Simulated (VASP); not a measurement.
Input of a VASP 6.6.1 run:

The input INCAR:

```
SYSTEM = MgSe
ALGO = Normal ; EDIFF = 1E-8
ENCUT = 600 ; GGA = PS
GGA_COMPAT = .FALSE. ; IBRION = 8
ISIF = 2 ; ISMEAR = 0
LASPH = .TRUE. ; LCHARG = .TRUE.
LEPSILON = .TRUE. ; LREAL = .FALSE.
LWAVE = .FALSE. ; NELM = 120
NSW = 1 ; PREC = Accurate
SIGMA = 0.01
```

File KPOINTS:

```
k-points
0
G
  6 6 6
  0 0 0
```

The input POSCAR:

```
MgSe
1.0
    0.0000000000      2.7252966157      2.7252966157
    2.7252966157      0.0000000000      2.7252966157
    2.7252966157      2.7252966157      0.0000000000
Mg Se
1 1
Direct
    0.0000000000      0.0000000000      0.0000000000
    0.5000000000      0.5000000000      0.5000000000
```

Potentials or basis: VASP PAW PBE potentials, release 64 (Mg, Se).

Command:

```sh
$ cat potpaw_PBE.64/Mg/POTCAR potpaw_PBE.64/Se/POTCAR > POTCAR
$ mpirun -np 1 vasp_std > vasp.out
```

Q: Predict the electronic dielectric tensor (diagonal).

A: 7.22.

Q: What does it give for the Born charges (mean of the diagonal)?

A: Mg +2.50; Se -2.50 e.

Q: Predict the highest phonon frequency at Γ, LO-TO splitting left out.

A: 189 cm⁻¹.

Electronic dielectric tensor:
```
7.22 0.00 0.00
0.00 7.22 0.00
0.00 0.00 7.22
```
